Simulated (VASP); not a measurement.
Wanted: the native input for a VASP 6.6.1 run.

| Item | Value |
| --- | --- |
| Task | single point |
| Functional | r2SCAN |
| Potentials or basis | VASP PAW PBE potentials, release 64 (Li_sv) |
| Cutoff | 830 eV |
| k mesh | 14 × 14 × 14 |
| Occupations | fermi-dirac, width 0.1 eV |
| Spin | no spin polarisation |
| Dipole correction | no |
| Further INCAR settings | ALGO = Normal; EDIFF = 1e-06; NBANDS = 8 |

The system is Li.

```
Li
1.0
     0.00000    2.09767    2.09767
     2.09767    0.00000    2.09767
     2.09767    2.09767    0.00000
Li
1
Direct
  0.00000 0.00000 0.00000
```

This isn't the form of Li at room conditions, which is bcc.

One way to write it, as run:

POSCAR

```
Li
1.0
    0.0000000000      2.0976726361      2.0976726361
    2.0976726361      0.0000000000      2.0976726361
    2.0976726361      2.0976726361      0.0000000000
Li
1
Direct
    0.0000000000      0.0000000000      0.0000000000
```

INCAR.step1

```
PREC     = Accurate       # precision mode
ENCUT    = 830            # plane-wave cutoff, eV
ISMEAR   = -1             # smearing method
SIGMA    = 0.1            # smearing width, eV
LREAL    = False          # projectors in reciprocal space
LASPH    = True           # aspherical terms in the spheres
NELM     = 120            # most SCF steps
NBANDS   = 8              # bands
GGA      = PE             # functional
ALGO     = Normal         # electronic algorithm
EDIFF    = 1E-5           # SCF threshold, eV
LWAVE    = True           # write WAVECAR
LCHARG   = False          # write CHGCAR
GGA_COMPAT= False
```

INCAR.step2

```
PREC     = Accurate       # precision mode
ENCUT    = 830            # plane-wave cutoff, eV
EDIFF    = 1E-6           # SCF threshold, eV
ISMEAR   = -1             # smearing method
SIGMA    = 0.1            # smearing width, eV
LREAL    = False          # projectors in reciprocal space
LASPH    = True           # aspherical terms in the spheres
NELM     = 120            # most SCF steps
ALGO     = Normal         # electronic algorithm
ISIF     = 2              # what is computed and relaxed
LWAVE    = False          # write WAVECAR
LCHARG   = True           # write CHGCAR
METAGGA  = R2SCAN         # meta-GGA
LMIXTAU  = True         
LELF     = True           # ELF
LVHAR    = True         
NBANDS   = 8              # bands
ISTART   = 1            
GGA_COMPAT= False
```

KPOINTS

```
Automatic mesh
0
Gamma
  14 14 14
```

Potentials or basis: VASP PAW PBE potentials, release 64 (Li_sv).

Command:

```bash
$ cat potpaw_PBE.64/Li_sv/POTCAR > POTCAR
$ cp INCAR.step1 INCAR
$ mpirun -np 1 vasp_std > vasp.out
$ cp INCAR.step2 INCAR
$ mpirun -np 1 vasp_std > vasp.out
```

It gave:

```json
{
 "Pressure": "1.9 GPa",
 "Band gap on the k mesh": "zero (an odd number of electrons rules out a gap without spin polarisation)"
}
```

Caveat: the PAW data sets were made with another functional, which shifts forces and pressure a little.

Run time: 88 s on 1 thread of Intel(R) Xeon(R) Platinum 8124M CPU @ 3.00GHz (Skylake/Cascade Lake), on a shared host, peak memory 0.16 GiB.
